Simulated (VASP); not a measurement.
# P: single point with r2SCAN

P, a slab with vacuum:

```
P
1.0
     3.21700    0.00000    0.00000
    -1.60850    2.78600    0.00000
     0.00000    0.00000   28.00000
P
2
Direct
  0.33333 0.66667 0.50468
  0.66667 0.33333 0.49532
```

```
Program             : VASP 6.6.1
Task                : single point
Functional          : r2SCAN
Potentials or basis : VASP PAW PBE potentials, release 64 (P)
Cutoff              : 520 eV
k mesh              : 9 × 9 × 1
Occupations         : gaussian, width 0.02 eV
Spin                : no spin polarisation
```

```yaml
Largest_force: 2.651 eV/Å
Band_gap_on_the_k_mesh: zero (bands 5 and 6 overlap by 2.07 eV)
```

Forces on the atoms (eV/Å):
```
P    0.000  0.000  2.651
P    0.000  0.000 -2.651
```

Levels at points of the mesh, in eV from the Fermi level:
```tsv
k point	band 2	band 3	band 4	band 5	band 6	band 7	band 8	band 9
(0.00, 0.00, 0.00)	-7.87	-5.86	-5.86	0.55	0.55	1.31	1.98	3.55
```

Run time: 2.8 min on 1 thread of AMD EPYC 9R45 96-Core Processor (Zen 5), with other jobs on the host, peak memory 0.34 GiB.

Caveat: the PAW data sets were made with another functional, which shifts forces and pressure a little.
